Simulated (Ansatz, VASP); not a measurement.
# One calculation of Os, two programs

```
CELL_PARAMETERS angstrom
2.78772 0.00000 0.00000
-1.39386 2.41424 0.00000
0.00000 0.00000 4.40442
ATOMIC_POSITIONS crystal
Os 0.66667 0.33333 0.75000
Os 0.33333 0.66667 0.25000
```

Alike in both runs: task single point; functional BHLYP; k mesh 6 × 6 × 3; occupations fermi-dirac, width 0.05 eV; no spin polarisation.

|  | VASP | Ansatz |
| --- | --- | --- |
| version | VASP 6.6.1 | Ansatz 0.2.0 |
| potentials or method | VASP PAW PBE potentials, release 64 (Os) | Ansatz PAW |
| plane-wave cutoff (eV) | 520 | 420 |
| valence electrons in the cell | 16 | 32 |

```tsv
	VASP	Ansatz	Ansatz less VASP
gap on the k mesh at the Fermi level (eV)	none	none	-
pressure (GPa)	-21.3	-24.5	-3.17
traceless stress, the component that is largest in VASP (GPa)	-7.75	-6.90	+0.852
```

VASP's potentials were made for PBE, not for BHLYP. A gap of «none» marks a metal or a gap that the smearing closes. VASP's potentials hold 16 valence electrons a cell and Ansatz's 32, so a difference there can come from the potentials and not from the codes.

The k mesh is coarse, so the values compare programs but aren't converged. Spin-orbit coupling is off throughout.
